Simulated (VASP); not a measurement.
# Ti5Cl in VASP: single point with PBE

Aim: the single point of Ti5Cl with PBE.

Everything below comes from runs of VASP 6.6.1. Logs are shortened: lines on timing, memory, paths and dates and some standing lists are left out, and cuts for length are marked.

## 1. The cell of the first run

The cell holds a slab with vacuum, 6 atoms: a = 2.938 Å, b = 2.938 Å, c = 24.712 Å, α = 90.00°, β = 90.00°, γ = 120.00°.

## 2. Single point, PBE

INCAR

```
SYSTEM = Ti5Cl
  PREC = Accurate
  ENCUT = 520
  EDIFF = 1E-7
  ISMEAR = 0
  SIGMA = 0.1
  LREAL = .False.
  LASPH = .True.
  NELM = 80
  ALGO = Normal
  ISIF = 2
  LWAVE = .False.
  LCHARG = .True.
  LDIPOL = .True.
  IDIPOL = 3
  DIPOL = 0.5 0.5 0.394
  GGA = PE
  LELF = .True.
  LVHAR = .True.
  LVACPOTAV = .True.
  NBANDS = 42
```

KPOINTS

```
regular mesh
0
Gamma
  9 9 1
  0 0 0
```

POSCAR

```
Ti5Cl
1.0
    2.9381632086      0.0000000000      0.0000000000
   -1.4690816043      2.5445239791      0.0000000000
    0.0000000000      0.0000000000     24.7117068140
Ti Cl
5 1
Direct
    0.6666666667      0.3333333333      0.1618666015
    0.3333333333      0.6666666667      0.2559609806
    0.6666666667      0.3333333333      0.3506708119
    0.3333333333      0.6666666667      0.4475655916
    0.6666666667      0.3333333333      0.5346335206
    0.6666666667      0.6666666667      0.6155810568
```

Potentials or basis: VASP PAW PBE potentials, release 64 (Ti_sv, Cl).

Started as:

```
cat potpaw_PBE.64/Ti_sv/POTCAR potpaw_PBE.64/Cl/POTCAR > POTCAR
mpirun -np 1 vasp_std > vasp.out
```

OUTCAR:

```text
SYSTEM = Ti5Cl
   PREC = Accurate
   ENCUT = 520
   EDIFF = 1E-7
   ISMEAR = 0
   LREAL = .False.
   LASPH = .True.
   NELM = 80
   ISIF = 2
   GGA = PE

 ion  position               nearest neighbor table
   1  0.667  0.333  0.162-   2 2.88   2 2.88   2 2.88
   2  0.333  0.667  0.256-   1 2.88   1 2.88   1 2.88   3 2.89   3 2.89   3 2.89
   3  0.667  0.333  0.351-   2 2.89   2 2.89   2 2.89
   4  0.333  0.667  0.448-   5 2.74   5 2.74   5 2.74
   5  0.667  0.333  0.535-   6 2.23   4 2.74   4 2.74   4 2.74
   6  0.667  0.667  0.616-   5 2.23

  LATTYP: Found a hexagonal cell.
 ALAT       =     2.9381632086
 C/A-ratio  =     8.4105970498

  Lattice vectors:

 A1 = (   2.9381632086,   0.0000000000,   0.0000000000)
 A2 = (  -1.4690816043,   2.5445239791,   0.0000000000)
 A3 = (   0.0000000000,   0.0000000000,  24.7117068140)

Analysis of symmetry for initial positions (statically):
=====================================================================
 Subroutine PRICEL returns:
 Original cell was already a primitive cell.

 Routine SETGRP: Setting up the symmetry group for a
 hexagonal supercell.

 Subroutine GETGRP returns: Found  1 space group operations
 (whereof  1 operations were pure point group operations)
 out of a pool of 24 trial point group operations.

The static configuration has the point symmetry C_1 .

Analysis of symmetry for dynamics (positions and initial velocities):
=====================================================================
 Subroutine PRICEL returns:
 Original cell was already a primitive cell.

 Routine SETGRP: Setting up the symmetry group for a
 hexagonal supercell.

 Subroutine GETGRP returns: Found  1 space group operations
 (whereof  1 operations were pure point group operations)
 out of a pool of 24 trial point group operations.

The dynamic configuration has the point symmetry C_1 .

 Subroutine INISYM returns: Found  1 space group operations
 (whereof  1 operations are pure point group operations),
 and found     1 'primitive' translations

----------------------------------------------------------------------------------------

                                     Primitive cell

  volume of cell :     184.7503

  direct lattice vectors                    reciprocal lattice vectors
     2.938163209  0.000000000  0.000000000     0.340348690  0.196500408  0.000000000
    -1.469081604  2.544523979  0.000000000     0.000000000  0.393000816  0.000000000
     0.000000000  0.000000000 24.711706814     0.000000000  0.000000000  0.040466650

  length of vectors
     2.938163209  2.938163209 24.711706814     0.393000816  0.393000816  0.040466650

  position of ions in fractional coordinates (direct lattice)
     0.666666667  0.333333333  0.161866602
     0.333333333  0.666666667  0.255960981
     0.666666667  0.333333333  0.350670812
     0.333333333  0.666666667  0.447565592
     0.666666667  0.333333333  0.534633521
     0.666666667  0.666666667  0.615581057

  ion indices of the primitive-cell ions
   primitive index   ion index
                 1           1
                 2           2
                 3           3
                 4           4
                 5           5
                 6           6

----------------------------------------------------------------------------------------

 KPOINTS: regular mesh

Automatic generation of k-mesh.
 Grid dimensions read from file:
 generate k-points for:    9    9    1

 Generating k-lattice:

  Cartesian coordinates                     Fractional coordinates (reciprocal lattice)
     0.037816521  0.021833379  0.000000000     0.111111111  0.000000000  0.000000000
     0.000000000  0.043666757  0.000000000     0.000000000  0.111111111  0.000000000
     0.000000000  0.000000000  0.040466650     0.000000000  0.000000000  1.000000000

  Length of vectors
     0.043666757  0.043666757  0.040466650

  Shift w.r.t. Gamma in fractional coordinates (k-lattice)
     0.000000000  0.000000000  0.000000000

 Subroutine IBZKPT returns following result:
 ===========================================

 Found     41 irreducible k-points:

 Following reciprocal coordinates:
            Coordinates               Weight
  0.000000  0.000000  0.000000      1.000000
  0.111111 -0.000000  0.000000      2.000000
  0.000000  0.111111  0.000000      2.000000
 -0.111111  0.111111  0.000000      2.000000
  0.222222 -0.000000  0.000000      2.000000
  0.000000  0.222222  0.000000      2.000000
[... 16 lines left out ...]
  0.333333  0.111111  0.000000      2.000000
 -0.111111  0.444444  0.000000      2.000000
 [... further k-points ...]
   k-points           NKPTS =     41   k-points in BZ     NKDIM =     41   number of bands    NBANDS=     42
   number of dos      NEDOS =    301   number of ions     NIONS =      6
   total plane-waves  NPLWV = 110592
   dimension x,y,z NGX =    24 NGY =   24 NGZ =  192
   dimension x,y,z NGXF=    48 NGYF=   48 NGZF=  384
   ions per type =               5   1
   NGX,Y,Z   is equivalent  to a cutoff of  13.58, 13.58, 12.92 a.u.
   NGXF,Y,Z  is equivalent  to a cutoff of  27.16, 27.16, 25.83 a.u.
 SYSTEM =  Ti5Cl
   PREC   = accura    normal or accurate (medium, high low for compatibility)
   ISTART =      0    job   : 0-new  1-cont  2-samecut
   ICHARG =      2    charge: 1-file 2-atom 10-const
   ISPIN  =      1    spin polarized calculation?
   LNONCOLLINEAR =      F non collinear calculations
   LSORBIT =      F    spin-orbit coupling
   LASPH  =      T    aspherical Exc in radial PAW
   ENCUT  =  520.0 eV  38.22 Ry    6.18 a.u.   5.46  5.46 45.95*2*pi/ulx,y,z
   NELM   =     80;   NELMIN=  2; NELMDL= -5     # of ELM steps
   EDIFF  = 0.1E-06   stopping-criterion for ELM
   LREAL  =      F    real-space projection
   EDIFFG = 0.1E-05   stopping-criterion for IOM
   NSW    =      0    number of steps for IOM
   IBRION =     -1    ionic relax: 0-MD 1-quasi-New 2-CG
   NFREE  =      0    steps in history (QN), initial steepest desc. (CG)
   ISIF   =      2    stress and relaxation
   ISYM   =      2    0-nonsym 1-usesym 2-fastsym
   POTIM  = 0.5000    time-step for ionic-motion
   TEBEG  =    0.0;   TEEND  =   0.0 temperature during run
   PSTRESS=    0.0 pullay stress
   NELECT =      67.0000    total number of electrons
   NUPDOWN=      -1.0000    fix difference up-down
   EMIN   =  10.00;   EMAX   =-10.00  energy-range for DOS
   EFERMI =   0.00;   METHOD = LEGACY
   ISMEAR =     0;   SIGMA  =   0.10  broadening in eV -4-tet -1-fermi 0-gaus
   EFERMI_NEDOS =   21; number of points for ismear=-14 and -15
   IALGO  =     38    algorithm
   IMIX   =      4    mixing-type and parameters
     AMIX     =   0.40;   BMIX     =  1.00
     AMIX_MAG =   1.60;   BMIX_MAG =  1.00
  volume/ion in A,a.u.               =      30.79       207.79
  Fermi-wavevector in a.u.,A,eV,Ry     =   1.167449  2.206159 18.543896  1.362938
  Thomas-Fermi vector in A             =   2.303949
   LORBIT       =      0    0 simple, 1 ext, 2 COOP (PROOUT), +10 PAW based schemes
   GGA     = PE    functional components
   LHFCALC =     F    Hartree Fock is set to
   AEXX    =    0.0000 exact exchange contribution
   IVDW    =     0    specifies the selected vdW correction
   LEPSILON=     F    determine dielectric tensor
   LRPA    =     F    only Hartree local field effects (RPA)
 non-spin polarized calculation
 Gauss-broadening in eV      SIGMA  =   0.10
  energy-cutoff  :      520.00
  volume of cell :      184.75
 maximum number of plane-waves:      5059
 NGX is ok and might be reduce to    24
   NGX = 11   NGY = 11   NGZ = 91

 dipolmoment           0.000000      0.000000     -0.012274 electrons x Angstroem

 number of electron      66.9999992 magnetization

 dipolmoment           0.000000      0.000000      0.013502 electrons x Angstroem

 Free energy of the ion-electron system (eV)
  ---------------------------------------------------
  ext. energy  EPLUGINS =         0.00000000
  ---------------------------------------------------
  free energy    TOTEN  =       -41.11424128 eV

  energy without entropy =      -41.06983997  energy(sigma->0) =      -41.09204063

 E-fermi :   2.5628     XC(G=0):  -6.9483

 val. band max:        2.5611644585   @ k =   0.4444  -0.1111   0.0000
 cond. band min:       2.5722809974   @ k =   0.0000   0.3333   0.0000
 fundamental gap:      0.0111165390
 Fermi energy:         2.5627673703

 k-point     1 :       0.0000    0.0000    0.0000
  band No.  band energies     occupation
      1     -54.6603      2.00000
      2     -54.4109      2.00000
      3     -54.2510      2.00000
      4     -54.2006      2.00000
      5     -54.1650      2.00000
      6     -31.1586      2.00000
[... 34 lines left out ...]
     41       3.3888      0.00000
     42       3.6068      0.00000

 k-point     2 :       0.1111   -0.0000    0.0000
  band No.  band energies     occupation
      1     -54.6512      2.00000
      2     -54.4021      2.00000
      3     -54.2409      2.00000
      4     -54.1931      2.00000
      5     -54.1593      2.00000
      6     -31.1439      2.00000
[... 34 lines left out ...]
     41       3.5175      0.00000
     42       3.5579      0.00000

 k-point     3 :       0.0000    0.1111    0.0000
  band No.  band energies     occupation
      1     -54.6511      2.00000
      2     -54.4021      2.00000
      3     -54.2409      2.00000
      4     -54.1931      2.00000
      5     -54.1593      2.00000
      6     -31.1432      2.00000
[... 34 lines left out ...]
     41       3.5309      0.00000
     42       3.5671      0.00000

 k-point     4 :      -0.1111    0.1111    0.0000
  band No.  band energies     occupation
      1     -54.6511      2.00000
      2     -54.4021      2.00000
      3     -54.2409      2.00000
      4     -54.1931      2.00000
      5     -54.1593      2.00000
      6     -31.1435      2.00000
[... 844 lines left out ...]
     41       3.7139      0.00000
     42       4.0912      0.00000

 k-point    23 :       0.3333    0.1111    0.0000
  band No.  band energies     occupation
      1     -54.5882      2.00000
      2     -54.3413      2.00000
      3     -54.1650      2.00000
      4     -54.1415      2.00000
      5     -54.1257      2.00000
      6     -31.0763      2.00000
[... 34 lines left out ...]
     41       3.7182      0.00000
     42       4.2097      0.00000

 k-point    24 :      -0.1111    0.4444    0.0000
  band No.  band energies     occupation
      1     -54.5879      2.00000
      2     -54.3413      2.00000
      3     -54.1650      2.00000
      4     -54.1415      2.00000
      5     -54.1257      2.00000
      6     -31.0692      2.00000
[... 34 lines left out ...]
     41       3.9525      0.00000
     42       4.2780      0.00000

 [... further k-points ...]
[... 5 lines left out ...]
  --------------------------------------------------------------------------------------
  -------------------------------------------------------------------------------------
  Total        3.5168095      3.6621085     -0.3391807      0.0293709      1.6803979     -0.6174056
  in kB       30.4982005     31.7582517     -2.9414160      0.2547084     14.5726151     -5.3542166
  external PRESSURE =      19.7716787 kB  Pullay stress =       0.0000000 kB

 VOLUME and BASIS-vectors are now :
 -----------------------------------------------------------------------------
  energy-cutoff  :      520.00
  volume of cell :      184.75
      direct lattice vectors                 reciprocal lattice vectors
     2.938163209  0.000000000  0.000000000     0.340348690  0.196500408  0.000000000
    -1.469081604  2.544523979  0.000000000     0.000000000  0.393000816  0.000000000
     0.000000000  0.000000000 24.711706814     0.000000000  0.000000000  0.040466650

 POSITION                                       TOTAL-FORCE (eV/Angst)
 -----------------------------------------------------------------------------------
      1.46908      0.84817      4.00000        -0.000609     -0.000173      0.550835
     -0.00000      1.69635      6.32523        -0.002686     -0.000635     -0.538836
      1.46908      0.84817      8.66567        -0.003360     -0.004765      0.070292
     -0.00000      1.69635     11.06011        -0.049797      0.005261     -0.632063
      1.46908      0.84817     13.21171         0.438256     -0.831461      0.534974
      0.97939      1.69635     15.21206        -0.381803      0.831773      0.014798
 -----------------------------------------------------------------------------------
    total drift:                               -0.000005     -0.000018     -0.000288

  FREE ENERGIE OF THE ION-ELECTRON SYSTEM (eV)
  ---------------------------------------------------
  free  energy   TOTEN  =       -41.1142412840 eV

  energy  without entropy=      -41.0698399718  energy(sigma->0) =      -41.09204063

 vacuum level on the upper side and lower side of the slab         7.327         6.998
```

Run time: 10 min. Hardware: 1 thread of Intel Xeon Platinum 8559C (Emerald Rapids), shared host; peak memory 0.45 GiB.

What came out:

```yaml
Free_energy: -41.1142 eV
Largest_force: 1.081 eV/Å
```

Forces on the atoms (eV/Å):
```
Ti  -0.001  0.000  0.551
Ti  -0.003 -0.001 -0.539
Ti  -0.003 -0.005  0.070
Ti  -0.050  0.005 -0.632
Ti   0.438 -0.831  0.535
Cl  -0.382  0.832  0.015
```

Levels at points of the mesh, in eV from the Fermi level:
| k point | band 32 | band 33 | band 34 | band 35 | band 36 | band 37 |
| --- | --- | --- | --- | --- | --- | --- |
| (0.00, 0.00, 0.00) | 0.36 | 0.42 | 0.45 | 0.60 | 0.65 | 0.66 |

Caveat: an odd number of electrons without spin polarisation forces a metal; a magnetic or distorted state may lie lower.
